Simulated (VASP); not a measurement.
MnF2: single point with PBE+U

The system is MnF2.

```
Mn F
1.0
     3.37431    0.00000    0.00000
    -1.68716    2.92224    0.00000
     0.00000    0.00000    4.95762
Mn F
1 2
Cartesian
  0.0000 0.0000 0.0000
  0.0000 1.9482 0.9631
  1.6872 0.9741 3.9945
```

```
Program             : VASP 6.6.1
Task                : single point
Functional          : PBE
Potentials or basis : VASP PAW PBE potentials, release 64 (Mn_pv, F)
Cutoff              : 520 eV
k mesh              : 8 × 8 × 6
Occupations         : gaussian, width 0.05 eV
Spin                : collinear spin, ferromagnetic start
Starting moments    : [4.73, 0.07, 0.07] μB
Hubbard terms       : Mn d U = 3.9 eV
```

```
Pressure                                              : -0.7 GPa
Largest force                                         : 0.040 eV/Å
Band gap on the k mesh                                : 3.10 eV (least direct gap 3.12 eV)
Net moment                                            : 5.00 μB per cell
Site moments                                          : Mn +4.68; F +0.05 μB
Valence electrons inside the program's atomic spheres : Mn 11.21; F 6.09
```

Forces on the atoms (eV/Å):
```
Mn   0.000  0.000  0.000
F    0.000  0.000 -0.040
F    0.000  0.000  0.040
```

Stress tensor (GPa, compression positive):
```
-0.81  0.00  0.00
 0.00 -0.81  0.00
 0.00  0.00 -0.44
```

Levels at points of the mesh, in eV from the valence-band top:
Spin up:
```
           k point  band 12  band 13  band 14  band 15  band 16  band 17  band 18  band 19  band 20  band 21
(0.00, 0.00, 0.00)    -2.28    -2.28    -1.42    -0.02    -0.02     3.10     7.88    10.86    15.11    15.11
(0.50, 0.00, 0.00)    -2.20    -2.03    -1.88    -0.78    -0.17     7.84     8.41    11.51    11.98    13.29
(0.00, 0.00, 0.50)    -2.29    -2.29    -1.41     0.00     0.00     4.41     5.80    13.07    15.23    15.23
(0.50, 0.00, 0.50)    -2.18    -2.03    -1.87    -0.81    -0.20     8.34     8.50     9.73    11.06    15.54
```
Spin down:
```tsv
k point	band 9	band 10	band 11	band 12	band 13	band 14
(0.00, 0.00, 0.00)	-2.77	-2.77	-2.32	3.80	5.60	5.60
(0.50, 0.00, 0.00)	-3.14	-2.81	-2.70	5.20	5.59	6.11
(0.00, 0.00, 0.50)	-2.79	-2.79	-2.78	5.27	5.58	5.58
(0.50, 0.00, 0.50)	-3.19	-2.66	-2.60	5.30	5.74	6.10
```

Eigenvalues of the final occupation matrices:
```csv
site,spin,trace,eigenvalues
site 1 d,1,4.80,0.94 0.95 0.95 0.98 0.98
site 1 d,2,0.15,0.01 0.01 0.01 0.06 0.06
```

It took 53 s on 1 thread of Intel(R) Xeon(R) 6975P-C (Granite Rapids) (shared host), peak memory 0.25 GiB.

Caveat: a cell with one magnetic atom can't hold antiferromagnetic order, which such compounds often take. A k mesh can miss the band edges.
